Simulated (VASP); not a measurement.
Input of a VASP 6.6.1 run:

POSCAR

```
H6C2O
1.0
    7.2936330000      0.0000000000      0.0000000000
    0.0000000000      7.2936330000      0.0000000000
    0.0000000000      0.0000000000      7.2936330000
C O H
8 4 24
Direct
    0.3520056466      0.1375857546      0.3565849831
    0.3881467576      0.3017700507      0.4708490268
    0.7612667103      0.8345772265      0.8299156264
    0.6144537297      0.9706411057      0.8730902693
    0.8432560289      0.1460451876      0.4098094873
    0.8492475561      0.2564291348      0.2377416028
    0.3204438721      0.5321764887     -0.0435996711
    0.2930226953      0.6700775868      0.1046255001
    0.2223171909      0.3878177035      0.5184384792
    0.4458134924      0.9541472679      0.7791178964
    0.9906448542      0.1972953671      0.1074635919
    0.1904537835      0.8230740428      0.0307665604
    0.2539475183      0.5142293285      0.5476009007
    0.4544100313      0.2645320926      0.5970687036
    0.4847926952      0.3977715906      0.3987313318
    0.4801310952      0.0715966926      0.3066235990
    0.2619545020      0.0403913934      0.4272219345
    0.2564976878      0.1731784421      0.2471196453
    0.3458633030      0.9496501949      0.8641646762
    0.5919546541      0.9764543952      1.0261964099
    0.6752876104      1.1117916133      0.8555132950
    0.8870339377      0.8680584833      0.8990855449
    0.7345310629      0.6899853612      0.8647542315
    0.7987377484      0.8308890782      0.6877231141
    0.9548876397      0.2276231886     -0.0144646708
    0.7089333944      0.2359180946      0.1765649574
    0.8669616363      0.4044623578      0.2593906219
    0.7602521268      0.2144473132      0.5161625215
    0.8055107791      0.0040994659      0.3999378636
    0.9814587600      0.1445233123      0.4554383255
    0.1503914442      0.8925044625      0.1388059970
    0.1996398777      0.6108204238      0.2131585178
    0.4233692592      0.7077542838      0.1703266397
    0.3849247693      0.4113039414      0.0231434732
    0.1848187316      0.4831062928     -0.0854855187
    0.4002532071      0.5864567082     -0.1560264960
```

The input INCAR.step1:

```
SYSTEM = H6C2O
  PREC = Accurate
  ENCUT = 580
  ISMEAR = -1
  SIGMA = 0.02
  LREAL = Auto
  LASPH = .True.
  NELM = 120
  NBANDS = 64
  GGA = PE
  ALGO = Normal
  EDIFF = 1E-5
  LWAVE = .True.
  LCHARG = .False.
  GGA_COMPAT = .False.
```

Contents of INCAR.step2:

```
SYSTEM = H6C2O
  PREC = Accurate
  ENCUT = 580
  EDIFF = 1E-6
  ISMEAR = -1
  SIGMA = 0.02
  LREAL = Auto
  LASPH = .True.
  NELM = 120
  ALGO = Normal
  ISIF = 2
  LWAVE = .False.
  LCHARG = .True.
  METAGGA = R2SCAN
  LMIXTAU = .True.
  LELF = .True.
  LVHAR = .True.
  NBANDS = 64
  ISTART = 1
  GGA_COMPAT = .False.
```

KPOINTS

```
regular mesh
0
Gamma
  1 1 1
  0 0 0
```

Potentials or basis: VASP PAW PBE potentials, release 64 (C, O, H).

Launch:

```sh
$ cat potpaw_PBE.64/C/POTCAR potpaw_PBE.64/O/POTCAR potpaw_PBE.64/H/POTCAR > POTCAR
$ cp INCAR.step1 INCAR
$ mpirun -np 1 vasp_gam > vasp.out
$ cp INCAR.step2 INCAR
$ mpirun -np 1 vasp_gam > vasp.out
```

(1) Estimate the largest force.

(2) What does it give for the band gap on the k mesh?

(3) Predict the pressure.

Results:

(1) 2.468 eV/Å.

(2) 5.26 eV.

(3) 0.2 GPa.

Caveat: the k points lie up to 0.86 Å⁻¹ apart; the atoms stand as in a frame of molecular dynamics; the PAW data sets were made with another functional, which shifts forces and pressure a little.
